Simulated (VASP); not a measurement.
Wanted: the native input for a VASP 6.6.1 run.

```yaml
Task: relaxation of the atoms
Functional: PBEsol
Potentials_or_basis: VASP PAW PBE potentials, release 64 (Al)
Cutoff: 520 eV
k_mesh: 10 × 10 × 1
Occupations: gaussian, width 0.1 eV
Spin: no spin polarisation
Dipole_correction: yes
Atoms_held_fixed_from_0: "[0]"
Further_INCAR_settings: ALGO = Normal; EDIFF = 1e-07; IBRION = 2; EDIFFG = -0.03; NSW = 70
```

The structure of Al lies in POSCAR:

```
Al
1.0
    2.8394270062      0.0000000000      0.0000000000
    0.0000000000      2.8394270062      0.0000000000
    0.0000000000      0.0000000000     18.0155561815
Al
3
Selective dynamics
Direct
    0.5000000000      0.5000000000      0.3885530888  F F F
    0.0000000000      0.0000000000      0.5000000000  T T T
    0.5000000000      0.5000000000      0.6114469112  T T T
```

The input as run:

INCAR

```
PREC = Accurate
ENCUT = 520
EDIFF = 1E-7
ISMEAR = 0
SIGMA = 0.1
LREAL = False
LASPH = True
NELM = 60
ALGO = Normal
ISIF = 2
LWAVE = False
LCHARG = False
LDIPOL = True
IDIPOL = 3
DIPOL = 0.5 0.5 0.500
GGA = PS
IBRION = 2
NSW = 70
EDIFFG = -0.03
```

KPOINTS

```
regular mesh
0
Gamma
  10 10 1
```

Potentials or basis: VASP PAW PBE potentials, release 64 (Al).

The run is started by

```bash
$ cat potpaw_PBE.64/Al/POTCAR > POTCAR
$ mpirun -np 1 vasp_std > vasp.out
```

Results of the run:

```yaml
Energy_gained_by_relaxing: 5.6 meV/atom
Ionic_steps: 6
Band_gap_on_the_k_mesh: zero (an odd number of electrons rules out a gap without spin polarisation)
```

Wall time 4.2 min on 1 thread of Intel(R) Xeon(R) Platinum 8259CL CPU @ 2.50GHz (Skylake/Cascade Lake), with other jobs on the host, peak memory 0.25 GiB.
